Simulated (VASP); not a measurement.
Runs of VASP 6.6.1 on Pb. The structure is that of space group Fd-3m (No. 227), or close to it. The cells are those of the table. 

```csv
task,cell,k mesh,cutoff (eV),gap on the mesh (eV),pressure (GPa)
relaxation of cell and atoms,"relaxed from a = 4.874 Å, angles 60.0°, 2 atoms",8 × 8 × 8,600,none,0.0
single point,"a = 5.180 Å, angles 60.0°, 2 atoms",9 × 9 × 9,520,none,(a)
single point,"a = 5.048 Å, angles 60.0°, 2 atoms",13 × 13 × 13,520,none,0.0
single point,"a = 5.243 Å, angles 60.0°, 2 atoms",9 × 9 × 9,520,none,-2.0
single point,"a = 5.115 Å, angles 60.0°, 2 atoms",9 × 9 × 9,520,none,-0.9
```

Alike in all rows: level revPBE; potentials or basis VASP PAW PBE potentials, release 64 (Pb_d); no spin polarisation; smearing fermi-dirac 0.1 eV.

Q: Estimate the missing entries.

A: (a) -1.5.

Caveats: the PAW data sets were made with another functional, which shifts forces and pressure a little; spin-orbit coupling is left out, which moves the levels of the heavy elements.

A k mesh can miss the band edges, and the runs leave out spin-orbit coupling on Pb.

A gap of «none» marks levels without a gap at the run's occupations.
